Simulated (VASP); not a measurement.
# Mn (P6_3/mmc) in VASP: notebook

Runs on Mn. Level: PBE. Tasks: single point, relaxation of cell and atoms.

Program: VASP 6.6.1. These are calculated values, not measurements. Logs are shortened: lines on timing, memory, paths and dates and some standing lists are left out, and cuts for length are marked.

**1. The cell of the first run**

Symmetry: P6_3/mmc, No. 194, hexagonal system. Conventional cell: a = 2.467 Å, b = 2.467 Å, c = 3.991 Å, α = 90.00°, β = 90.00°, γ = 120.00°. Mn (site symmetry -6m2) has 12 Mn at 2.45 to 2.47 Å within 3.2 Å.

This isn't the form of Mn at room conditions, which is a 58-atom cubic cell.

**2. Single point, PBE, collinear spin, ferromagnetic start**

Input file INCAR:

```
SYSTEM = Mn
  ALGO = Normal
  EDIFF = 1E-7
  ENCUT = 520
  GGA = PE
  ISIF = 2
  ISMEAR = -1
  ISPIN = 2
  LASPH = .TRUE.
  LCHARG = .FALSE.
  LMAXMIX = 4
  LORBIT = 11
  LREAL = .FALSE.
  LWAVE = .FALSE.
  MAGMOM = 3 3
  NBANDS = 24
  NELM = 150
  PREC = Accurate
  SIGMA = 0.05
```

Input file KPOINTS:

```
k-points
0
G
  18 18 10
  0 0 0
```

Input file POSCAR:

```
Mn
1.0
    2.4666254721      0.0000000000      0.0000000000
   -1.2333127360      2.1361603204      0.0000000000
    0.0000000000      0.0000000000      3.9910823666
Mn
2
Direct
    0.3333333333      0.6666666667      0.2500000000
    0.6666666667      0.3333333333      0.7500000000
```

Potentials or basis: VASP PAW PBE potentials, release 64 (Mn_pv).

Command:

```console
$ cat potpaw_PBE.64/Mn_pv/POTCAR > POTCAR
$ mpirun -np 1 vasp_std > vasp.out
```

OUTCAR:

```text
SYSTEM = Mn
   EDIFF = 1E-7
   ENCUT = 520
   GGA = PE
   ISIF = 2
   ISMEAR = -1
   ISPIN = 2
   LASPH = .TRUE.
   LORBIT = 11
   LREAL = .FALSE.
   NELM = 150
   PREC = Accurate

 ion  position               nearest neighbor table
   1  0.333  0.667  0.250-   2 2.45   2 2.45   2 2.45   2 2.45   2 2.45   2 2.45
   2  0.667  0.333  0.750-   1 2.45   1 2.45   1 2.45   1 2.45   1 2.45   1 2.45

  LATTYP: Found a hexagonal cell.
 ALAT       =     2.4666254721
 C/A-ratio  =     1.6180333868

  Lattice vectors:

 A1 = (   2.4666254721,   0.0000000000,   0.0000000000)
 A2 = (  -1.2333127360,   2.1361603204,   0.0000000000)
 A3 = (   0.0000000000,   0.0000000000,   3.9910823666)

Analysis of symmetry for initial positions (statically):
=====================================================================
 Subroutine PRICEL returns:
 Original cell was already a primitive cell.

 Routine SETGRP: Setting up the symmetry group for a
 hexagonal supercell.

 Subroutine GETGRP returns: Found 24 space group operations
 (whereof 12 operations were pure point group operations)
 out of a pool of 24 trial point group operations.

The static configuration has the point symmetry D_3d.
 The point group associated with its full space group is D_6h.

Analysis of symmetry for dynamics (positions and initial velocities):
=====================================================================
 Subroutine PRICEL returns:
 Original cell was already a primitive cell.

 Routine SETGRP: Setting up the symmetry group for a
 hexagonal supercell.

 Subroutine GETGRP returns: Found 24 space group operations
 (whereof 12 operations were pure point group operations)
 out of a pool of 24 trial point group operations.

The dynamic configuration has the point symmetry D_3d.
 The point group associated with its full space group is D_6h.

Analysis of structural, dynamic, and magnetic symmetry:
=====================================================================
 Subroutine PRICEL returns:
 Original cell was already a primitive cell.

 Routine SETGRP: Setting up the symmetry group for a
 hexagonal supercell.

 Subroutine GETGRP returns: Found 24 space group operations
 (whereof 12 operations were pure point group operations)
 out of a pool of 24 trial point group operations.

The overall configuration has the point symmetry D_3d.
 The point group associated with its full space group is D_6h.

 Subroutine INISYM returns: Found 24 space group operations
 (whereof 12 operations are pure point group operations),
 and found     1 'primitive' translations

----------------------------------------------------------------------------------------

                                     Primitive cell

  volume of cell :      21.0294

  direct lattice vectors                    reciprocal lattice vectors
     2.466625472  0.000000000  0.000000000     0.405412176  0.234064829  0.000000000
    -1.233312736  2.136160320  0.000000000     0.000000000  0.468129658  0.000000000
     0.000000000  0.000000000  3.991082367     0.000000000  0.000000000  0.250558597

  length of vectors
     2.466625472  2.466625472  3.991082367     0.468129658  0.468129658  0.250558597

  position of ions in fractional coordinates (direct lattice)
     0.333333333  0.666666667  0.250000000
     0.666666667  0.333333333  0.750000000

  ion indices of the primitive-cell ions
   primitive index   ion index
                 1           1
                 2           2

----------------------------------------------------------------------------------------

 KPOINTS: k-points

Automatic generation of k-mesh.
 Grid dimensions read from file:
 generate k-points for:   18   18   10

 Generating k-lattice:

  Cartesian coordinates                     Fractional coordinates (reciprocal lattice)
     0.022522899  0.013003602  0.000000000     0.055555556 -0.000000000  0.000000000
     0.000000000  0.026007203  0.000000000     0.000000000  0.055555556  0.000000000
     0.000000000  0.000000000  0.025055860     0.000000000  0.000000000  0.100000000

  Length of vectors
     0.026007203  0.026007203  0.025055860

  Shift w.r.t. Gamma in fractional coordinates (k-lattice)
     0.000000000  0.000000000  0.000000000

 Subroutine IBZKPT returns following result:
 ===========================================

 Found    222 irreducible k-points:

 Following reciprocal coordinates:
            Coordinates               Weight
  0.000000  0.000000  0.000000      1.000000
  0.055556  0.000000  0.000000      6.000000
  0.111111  0.000000  0.000000      6.000000
  0.166667  0.000000  0.000000      6.000000
  0.222222  0.000000  0.000000      6.000000
  0.277778  0.000000  0.000000      6.000000
[... 16 lines left out ...]
  0.333333  0.111111  0.000000     12.000000
  0.388889  0.111111  0.000000     12.000000
 [... further k-points ...]
   k-points           NKPTS =    222   k-points in BZ     NKDIM =    222   number of bands    NBANDS=     24
   number of dos      NEDOS =    301   number of ions     NIONS =      2
   total plane-waves  NPLWV =   9720
   dimension x,y,z NGX =    18 NGY =   18 NGZ =   30
   dimension x,y,z NGXF=    36 NGYF=   36 NGZF=   60
   ions per type =               2
   NGX,Y,Z   is equivalent  to a cutoff of  12.13, 12.13, 12.50 a.u.
   NGXF,Y,Z  is equivalent  to a cutoff of  24.26, 24.26, 24.99 a.u.
 SYSTEM =  Mn
   PREC   = accura    normal or accurate (medium, high low for compatibility)
   ISTART =      0    job   : 0-new  1-cont  2-samecut
   ICHARG =      2    charge: 1-file 2-atom 10-const
   ISPIN  =      2    spin polarized calculation?
   LNONCOLLINEAR =      F non collinear calculations
   LSORBIT =      F    spin-orbit coupling
   LASPH  =      T    aspherical Exc in radial PAW
   ENCUT  =  520.0 eV  38.22 Ry    6.18 a.u.   4.59  4.59  7.42*2*pi/ulx,y,z
   NELM   =    150;   NELMIN=  2; NELMDL= -5     # of ELM steps
   EDIFF  = 0.1E-06   stopping-criterion for ELM
   LREAL  =      F    real-space projection
   EDIFFG = 0.1E-05   stopping-criterion for IOM
   NSW    =      0    number of steps for IOM
   IBRION =     -1    ionic relax: 0-MD 1-quasi-New 2-CG
   NFREE  =      0    steps in history (QN), initial steepest desc. (CG)
   ISIF   =      2    stress and relaxation
   ISYM   =      2    0-nonsym 1-usesym 2-fastsym
   POTIM  = 0.5000    time-step for ionic-motion
   TEBEG  =    0.0;   TEEND  =   0.0 temperature during run
   PSTRESS=    0.0 pullay stress
   NELECT =      26.0000    total number of electrons
   NUPDOWN=      -1.0000    fix difference up-down
   EMIN   =  10.00;   EMAX   =-10.00  energy-range for DOS
   EFERMI =   0.00;   METHOD = LEGACY
   ISMEAR =    -1;   SIGMA  =   0.05  broadening in eV -4-tet -1-fermi 0-gaus
   EFERMI_NEDOS =   21; number of points for ismear=-14 and -15
   IALGO  =     38    algorithm
   IMIX   =      4    mixing-type and parameters
     AMIX     =   0.40;   BMIX     =  1.00
     AMIX_MAG =   1.60;   BMIX_MAG =  1.00
  volume/ion in A,a.u.               =      10.51        70.96
  Fermi-wavevector in a.u.,A,eV,Ry     =   1.757074  3.320388 42.005386  3.087309
  Thomas-Fermi vector in A             =   2.826499
   LORBIT       =     11    0 simple, 1 ext, 2 COOP (PROOUT), +10 PAW based schemes
   GGA     = PE    functional components
   LHFCALC =     F    Hartree Fock is set to
   AEXX    =    0.0000 exact exchange contribution
   IVDW    =     0    specifies the selected vdW correction
   LEPSILON=     F    determine dielectric tensor
   LRPA    =     F    only Hartree local field effects (RPA)
 spin polarized calculation
  energy-cutoff  :      520.00
  volume of cell :       21.03
 maximum number of plane-waves:       580
   NGX =  9   NGY =  9   NGZ = 15

 number of electron      26.0000028 magnetization      -0.0003117

 number of electron      26.0000028 magnetization       0.0000568

 Free energy of the ion-electron system (eV)
  ---------------------------------------------------
  ext. energy  EPLUGINS =         0.00000000
  ---------------------------------------------------
  free energy    TOTEN  =       -17.89276430 eV

  energy without entropy =      -17.86920660  energy(sigma->0) =      -17.88098545

 E-fermi :  10.6746     XC(G=0): -14.1511

 val. band max:       10.6745153204   @ k =   0.1111   0.0000   0.1000
 cond. band min:      10.6773701316   @ k =   0.2778   0.1667   0.5000
 fundamental gap:      0.0028548111
 Fermi energy:        10.6745954367

 spin component 1

 k-point     1 :       0.0000    0.0000    0.0000
  band No.  band energies     occupation
      1     -37.6290      1.00000
      2     -36.9186      1.00000
      3     -36.9186      1.00000
      4     -36.8069      1.00000
      5     -36.8069      1.00000
      6     -36.7972      1.00000
[... 16 lines left out ...]
     23      37.4974      0.00000
     24      37.4974      0.00000
[... 598 lines left out ...]
      2     -37.3627      1.00000
      3     -37.2611      1.00000
      4     -37.1307      1.00000
      5     -36.9916      1.00000
      6     -36.9508      1.00000
[... 16 lines left out ...]
     23      28.3236      0.00000
     24      31.6060      0.00000

 [... further k-points ...]

 spin component 2

 k-point     1 :       0.0000    0.0000    0.0000
  band No.  band energies     occupation
      1     -37.6290      1.00000
      2     -36.9186      1.00000
      3     -36.9186      1.00000
      4     -36.8069      1.00000
      5     -36.8069      1.00000
      6     -36.7972      1.00000
[... 16 lines left out ...]
     23      37.4974      0.00000
     24      37.4974      0.00000
[... 598 lines left out ...]
      2     -37.3627      1.00000
      3     -37.2611      1.00000
      4     -37.1306      1.00000
      5     -36.9916      1.00000
      6     -36.9508      1.00000
[... 16 lines left out ...]
     23      28.3236      0.00000
     24      31.6060      0.00000

 [... further k-points ...]

------------------------ aborting loop because EDIFF is reached ----------------------------------------

  FORCE on cell =-STRESS in cart. coord.  units (eV):
  Direction    XX          YY          ZZ          XY          YZ          ZX
  --------------------------------------------------------------------------------------
  -------------------------------------------------------------------------------------
  Total        0.6873140      0.6873140      0.6656344      0.0000000      0.0000000      0.0000000
  in kB       52.3646316     52.3646316     50.7129143      0.0000000      0.0000000      0.0000000
  external PRESSURE =      51.8140591 kB  Pullay stress =       0.0000000 kB

 VOLUME and BASIS-vectors are now :
 -----------------------------------------------------------------------------
  energy-cutoff  :      520.00
  volume of cell :       21.03
      direct lattice vectors                 reciprocal lattice vectors
     2.466625472  0.000000000  0.000000000     0.405412176  0.234064829  0.000000000
    -1.233312736  2.136160320  0.000000000     0.000000000  0.468129658  0.000000000
     0.000000000  0.000000000  3.991082367     0.000000000  0.000000000  0.250558597

 POSITION                                       TOTAL-FORCE (eV/Angst)
 -----------------------------------------------------------------------------------
     -0.00000      1.42411      0.99777        -0.000000      0.000000      0.000000
      1.23331      0.71205      2.99331         0.000000     -0.000000      0.000000
 -----------------------------------------------------------------------------------
    total drift:                               -0.000000      0.000000     -0.000000

  FREE ENERGIE OF THE ION-ELECTRON SYSTEM (eV)
  ---------------------------------------------------
  free  energy   TOTEN  =       -17.8927643002 eV

  energy  without entropy=      -17.8692066037  energy(sigma->0) =      -17.88098545

 total charge

# of ion       s       p       d       tot
------------------------------------------
    1        0.436   6.414   5.181  12.030
    2        0.436   6.414   5.181  12.030
--------------------------------------------------
tot          0.871  12.828  10.362  24.061

 magnetization (x)

# of ion       s       p       d       tot
------------------------------------------
    1       -0.000   0.000   0.000   0.000
    2       -0.000   0.000   0.000   0.000
--------------------------------------------------
tot         -0.000   0.000   0.000   0.000
```

Wall time 4.4 min (1 thread of Intel Xeon 8259CL, shared host); peak memory 0.26 GiB.

What came out:

| Quantity | Value |
| --- | --- |
| Free energy | -17.8928 eV |
| Pressure | 5.2 GPa |
| Band gap on the k mesh | zero (filled and empty bands overlap) |
| Net moment | 0.00 μB per cell |
| Valence electrons inside the program's atomic spheres | Mn 12.03 |

Levels at points of the mesh, in eV from the Fermi level:
Spin up:
```
           k point  band 9  band 10  band 11  band 12  band 13  band 14  band 15  band 16  band 17  band 18
(0.00, 0.00, 0.00)   -0.99    -0.97    -0.97    -0.49    -0.49     0.05     0.05     0.78     1.66     1.66
(0.50, 0.00, 0.00)   -3.78    -1.36    -1.19    -0.95    -0.42     1.87     2.03     2.10     3.69     5.84
(0.00, 0.00, 0.50)   -1.57    -1.57    -1.06    -1.06    -1.06    -1.06     1.23     1.23     1.23     1.23
(0.50, 0.00, 0.50)   -2.71    -2.71     0.19     0.19     0.89     0.89     2.01     2.01     3.27     3.27
```
Spin down:
| k point | band 11 | band 12 | band 13 | band 14 | band 15 | band 16 |
| --- | --- | --- | --- | --- | --- | --- |
| (0.00, 0.00, 0.00) | -0.97 | -0.49 | -0.49 | 0.05 | 0.05 | 0.78 |
| (0.50, 0.00, 0.00) | -1.19 | -0.95 | -0.42 | 1.87 | 2.03 | 2.10 |
| (0.00, 0.00, 0.50) | -1.06 | -1.06 | -1.06 | -1.06 | 1.23 | 1.23 |
| (0.50, 0.00, 0.50) | 0.19 | 0.19 | 0.89 | 0.89 | 2.01 | 2.01 |

Caveat: the cell stands under pressure.

(Continued in part 2 of 2.)
